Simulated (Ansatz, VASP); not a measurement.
**One calculation of SiC, two programs**

INCAR

```
  PREC = Accurate
  ENCUT = 520
  EDIFF = 1E-7
  ISMEAR = 0
  SIGMA = 0.05
  LREAL = False
  LASPH = True
  NELM = 60
  ALGO = Normal
  ISIF = 2
  LWAVE = False
  LCHARG = False
  GGA = PS
  NBANDS = 16
```

File KPOINTS:

```
Automatic mesh
0
Gamma
  12 12 4
```

POSCAR

```
SiC
1.0
    3.0760000000      0.0307600000      0.0307600000
   -1.5113610600      2.6485140000      0.0112589400
    0.0504800000      0.0504800000      5.0480000000
Si C
2 2
Direct
    0.3333333333      0.6666666667      0.0000000000
    0.6666666667      0.3333333333      0.5000000000
    0.3333333333      0.6666666667      0.3850000000
    0.6666666667      0.3333333333      0.8850000000
```

Input for Ansatz:

```yaml
crystal:
  lattice:
    - [3.076, 0.030760000000000003, 0.030760000000000003]
    - [-1.51136106, 2.648514, 0.011258939999999999]
    - [0.050480000000000004, 0.050480000000000004, 5.048]
  atoms:
    - { symbol: Si, position: [0.3333333333333333, 0.6666666666666666, 0.0] }
    - { symbol: Si, position: [0.6666666666666666, 0.3333333333333333, 0.5] }
    - { symbol: C, position: [0.3333333333333333, 0.6666666666666666, 0.385] }
    - { symbol: C, position: [0.6666666666666666, 0.3333333333333333, 0.885] }
basis:
  ecutwfc: 462.593566181796
kpoints:
  mp_grid:
    grid: [12, 12, 4]
hamiltonian:
  xc: pbesol
scf:
  occupations:
    method: gaussian
    width: 0.05
output:
  stress: true
```

Alike in both runs: task single point; functional PBEsol; k mesh 12 × 12 × 4; occupations gaussian, width 0.05 eV; no spin polarisation.

|  | VASP | Ansatz |
| --- | --- | --- |
| version | VASP 6.6.1 | Ansatz 0.2.0 |
| potentials or method | VASP PAW PBE potentials, release 64 (Si, C), cutoff 520 eV | plane waves, PAW |
| valence electrons in the cell | 16 | 16 |

|  | VASP | Ansatz | Ansatz less VASP |
| --- | --- | --- | --- |
| pressure (GPa) | 0.8 | 0.4 | -0.36 |
| traceless stress, the component that is largest in VASP (GPa) | -4.89 | -4.86 | +0.031 |

VASP's potentials were made for PBE, not for PBEsol. The functional is the same, so the differences come from potentials, cutoffs and numerics.
